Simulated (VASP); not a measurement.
# Cd (Pm-3m) in VASP: further runs, part 2 of 3

VASP 6.6.1. Earlier steps stand in the parts before.

## 3. Single point, PBE (20.18 Å³/atom)

INCAR reads:

```
PREC     = Accurate       # precision mode
ENCUT    = 520            # plane-wave cutoff, eV
EDIFF    = 1E-6           # SCF threshold, eV
ISMEAR   = -1             # smearing method
SIGMA    = 0.08           # smearing width, eV
LREAL    = F              # projectors in reciprocal space
LASPH    = T              # aspherical terms in the spheres
NELM     = 100            # most SCF steps
ALGO     = Normal         # electronic algorithm
ISIF     = 2              # what is computed and relaxed
LWAVE    = F              # write WAVECAR
LCHARG   = F              # write CHGCAR
GGA      = PE             # functional
NBANDS   = 12             # bands
```

KPOINTS reads:

```
Automatic mesh
0
Gamma
  14 14 14
```

POSCAR reads:

```
Cd
1.0
    2.7223941798      0.0000000000      0.0000000000
    0.0000000000      2.7223941798      0.0000000000
    0.0000000000      0.0000000000      2.7223941798
Cd
1
Direct
    0.0000000000      0.0000000000      0.0000000000
```

Potentials or basis: VASP PAW PBE potentials, release 64 (Cd).

Launch:

```
> cat potpaw_PBE.64/Cd/POTCAR > POTCAR
> mpirun -np 1 vasp_std > vasp.out
```

OUTCAR:

```text
PREC = Accurate
   ENCUT = 520
   EDIFF = 1E-6
   ISMEAR = -1
   LREAL = F
   LASPH = T
   NELM = 100
   ISIF = 2
   GGA = PE

 ion  position               nearest neighbor table
   1  0.000  0.000  0.000-

  LATTYP: Found a simple cubic cell.
 ALAT       =     2.7223941798

  Lattice vectors:

 A1 = (   2.7223941798,   0.0000000000,   0.0000000000)
 A2 = (   0.0000000000,   2.7223941798,   0.0000000000)
 A3 = (   0.0000000000,   0.0000000000,   2.7223941798)

Analysis of symmetry for initial positions (statically):
=====================================================================
 Subroutine PRICEL returns:
 Original cell was already a primitive cell.

 Routine SETGRP: Setting up the symmetry group for a
 simple cubic supercell.

 Subroutine GETGRP returns: Found 48 space group operations
 (whereof 48 operations were pure point group operations)
 out of a pool of 48 trial point group operations.

The static configuration has the point symmetry O_h .

Analysis of symmetry for dynamics (positions and initial velocities):
=====================================================================
 Subroutine PRICEL returns:
 Original cell was already a primitive cell.

 Routine SETGRP: Setting up the symmetry group for a
 simple cubic supercell.

 Subroutine GETGRP returns: Found 48 space group operations
 (whereof 48 operations were pure point group operations)
 out of a pool of 48 trial point group operations.

The dynamic configuration has the point symmetry O_h .

 Subroutine INISYM returns: Found 48 space group operations
 (whereof 48 operations are pure point group operations),
 and found     1 'primitive' translations

----------------------------------------------------------------------------------------

                                     Primitive cell

  volume of cell :      20.1768

  direct lattice vectors                    reciprocal lattice vectors
     2.722394180  0.000000000  0.000000000     0.367323736  0.000000000  0.000000000
     0.000000000  2.722394180  0.000000000     0.000000000  0.367323736  0.000000000
[... 111 lines left out ...]
   IVDW    =     0    specifies the selected vdW correction
   LEPSILON=     F    determine dielectric tensor
   LRPA    =     F    only Hartree local field effects (RPA)
 non-spin polarized calculation
  energy-cutoff  :      520.00
  volume of cell :       20.18
 maximum number of plane-waves:       554
   NGX = 11   NGY = 11   NGZ = 11

 number of electron      11.9999994 magnetization

 Free energy of the ion-electron system (eV)
  ---------------------------------------------------
  ext. energy  EPLUGINS =         0.00000000
  ---------------------------------------------------
  free energy    TOTEN  =        -0.30451713 eV

  energy without entropy =       -0.29630613  energy(sigma->0) =       -0.30041163

 E-fermi :   3.3437     XC(G=0): -11.3197

 val. band max:        3.3176821032   @ k =   0.4286   0.3571   0.2857
 cond. band min:       3.3527177041   @ k =   0.4286   0.2143   0.0000
 fundamental gap:      0.0350356009
 Fermi energy:         3.3436802964

 k-point     1 :       0.0000    0.0000    0.0000
  band No.  band energies     occupation
      1      -7.3079      2.00000
      2      -7.3079      2.00000
      3      -5.9948      2.00000
      4      -4.9903      2.00000
      5      -4.9903      2.00000
      6      -4.9903      2.00000
      7      14.9098      0.00000
      8      14.9098      0.00000
      9      14.9098      0.00000
     10      19.1711      0.00000
     11      19.1711      0.00000
     12      20.3761      0.00000
[... 331 lines left out ...]
 k-point    24 :       0.3571    0.2143    0.0000
  band No.  band energies     occupation
      1      -6.8793      2.00000
      2      -6.1769      2.00000
      3      -5.9260      2.00000
      4      -5.5335      2.00000
      5      -5.2069      2.00000
      6      -1.6116      2.00000
      7       5.3724      0.00000
      8      11.9144      0.00000
      9      17.7236      0.00000
     10      19.7379      0.00000
     11      20.5265      0.00000
     12      25.7826      0.00000

 [... further k-points ...]

------------------------ aborting loop because EDIFF is reached ----------------------------------------

  FORCE on cell =-STRESS in cart. coord.  units (eV):
  Direction    XX          YY          ZZ          XY          YZ          ZX
  --------------------------------------------------------------------------------------
  -------------------------------------------------------------------------------------
  Total        2.6004864      2.6004864      2.6004864      0.0000000      0.0000000     -0.0000000
  in kB      206.4962391    206.4962391    206.4962391      0.0000000      0.0000000     -0.0000000
  external PRESSURE =     206.4962391 kB  Pullay stress =       0.0000000 kB

 VOLUME and BASIS-vectors are now :
 -----------------------------------------------------------------------------
  energy-cutoff  :      520.00
  volume of cell :       20.18
      direct lattice vectors                 reciprocal lattice vectors
     2.722394180  0.000000000  0.000000000     0.367323736  0.000000000  0.000000000
     0.000000000  2.722394180  0.000000000     0.000000000  0.367323736  0.000000000
     0.000000000  0.000000000  2.722394180     0.000000000  0.000000000  0.367323736

 POSITION                                       TOTAL-FORCE (eV/Angst)
 -----------------------------------------------------------------------------------
      0.00000      0.00000      0.00000         0.000000      0.000000      0.000000
 -----------------------------------------------------------------------------------
    total drift:                               -0.000000      0.000000     -0.000000

  FREE ENERGIE OF THE ION-ELECTRON SYSTEM (eV)
  ---------------------------------------------------
  free  energy   TOTEN  =        -0.3045171331 eV

  energy  without entropy=       -0.2963061284  energy(sigma->0) =       -0.30041163
```

OSZICAR:

```text
N       E                     dE             d eps       ncg     rms          rms(c)
DAV:   1     0.719166504259E+02    0.71917E+02   -0.70755E+03  3060   0.101E+03
DAV:   2     0.903776306243E+00   -0.71013E+02   -0.67589E+02  3152   0.243E+02
DAV:   3    -0.375257789855E+00   -0.12790E+01   -0.12784E+01  3404   0.366E+01
DAV:   4    -0.376941657343E+00   -0.16839E-02   -0.16838E-02  3184   0.130E+00
DAV:   5    -0.376945687135E+00   -0.40298E-05   -0.40292E-05  3428   0.619E-02    0.444E+00
DAV:   6    -0.312627025147E+00    0.64319E-01   -0.15114E-01  3404   0.502E+00    0.321E+00
DAV:   7    -0.305384022599E+00    0.72430E-02   -0.15140E-02  3240   0.133E+00    0.140E+00
DAV:   8    -0.304497841366E+00    0.88618E-03   -0.16276E-03  3080   0.561E-01    0.590E-02
DAV:   9    -0.304508649360E+00   -0.10808E-04   -0.34032E-06  3396   0.164E-02    0.164E-02
DAV:  10    -0.304517223088E+00   -0.85737E-05   -0.63177E-06  3208   0.270E-02    0.194E-03
DAV:  11    -0.304517133113E+00    0.89975E-07   -0.25002E-08  1592   0.172E-03
   1 F= -.30451713E+00 E0= -.30041163E+00  d E =-.821100E-02
```

It took 12 s on 1 thread of AMD EPYC 7R13 (Zen 3), shared host; peak memory 0.11 GiB.

What came out:

```yaml
Free_energy: -0.3045 eV
Pressure: 20.6 GPa
Band_gap_on_the_k_mesh: zero (bands 6 and 7 overlap by 7.90 eV)
```

Caveat: the cell stands under pressure.

## 4. Single point, PBE (22.87 Å³/atom)

This run uses another cell than the first one, of 22.87 Å³/atom.

INCAR reads:

```
SYSTEM = Cd
PREC = Accurate
ENCUT = 520
EDIFF = 1E-7
ISMEAR = -1
SIGMA = 0.08
LREAL = .FALSE.
LASPH = .TRUE.
NELM = 80
ALGO = Normal
ISIF = 2
LWAVE = .FALSE.
LCHARG = .FALSE.
GGA = PE
NBANDS = 12
```

KPOINTS reads:

```
regular mesh
0
G
  14 14 14
  0 0 0
```

POSCAR reads:

```
Cd
1.0
    2.8383779764      0.0000000000      0.0000000000
    0.0000000000      2.8383779764      0.0000000000
    0.0000000000      0.0000000000      2.8383779764
Cd
1
Direct
    0.0000000000      0.0000000000      0.0000000000
```

Launch:

```
> cat potpaw_PBE.64/Cd/POTCAR > POTCAR
> mpirun -np 1 vasp_std > vasp.out
```

It took 21 s on 1 thread of AMD EPYC 7R13 (Zen 3), shared host; peak memory 0.13 GiB.

The run converged. Its results:

```
Free energy            : -0.5364 eV
Pressure               : 8.3 GPa
Band gap on the k mesh : zero (bands 6 and 7 overlap by 7.58 eV)
```

Levels at points of the mesh, in eV from the Fermi level:
| k point | band 4 | band 5 | band 6 | band 7 | band 8 | band 9 |
| --- | --- | --- | --- | --- | --- | --- |
| (0.00, 0.00, 0.00) | -8.21 | -8.21 | -8.21 | 10.77 | 10.77 | 10.77 |
| (0.50, 0.00, 0.00) | -8.75 | -8.16 | -2.62 | -2.57 | 15.24 | 15.24 |
| (0.50, 0.50, 0.00) | -8.67 | -7.73 | 1.14 | 1.14 | 2.66 | 6.05 |
| (0.50, 0.50, 0.50) | -7.69 | -7.69 | 5.01 | 5.01 | 5.01 | 8.58 |

Caveat: the cell stands under pressure.

(Part 2 of 3 ends here.)
